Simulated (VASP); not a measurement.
The system is Sb.

```
Sb
1.0
    -1.60746    1.60746    2.76513
     1.60746   -1.60746    2.76513
     1.60746    1.60746   -2.76513
Sb
1
Direct
  0.00000 0.00000 0.00000
```

Base run:

```yaml
Program: VASP 6.6.1
Functional: r2SCAN
Potentials_or_basis: VASP PAW PBE potentials, release 64 (Sb)
Cutoff: 520 eV
k_mesh: 12 × 12 × 12
Occupations: fermi-dirac, width 0.05 eV
Spin: no spin polarisation
```

Its results: pressure -2.3 GPa.

Question: The run is repeated on the same cell with these changes: functional from r2SCAN to PBEsol. What comes out?

Answer: Pressure -4.4 GPa.

Caveats: the PAW data sets were made with another functional, which shifts forces and pressure a little.
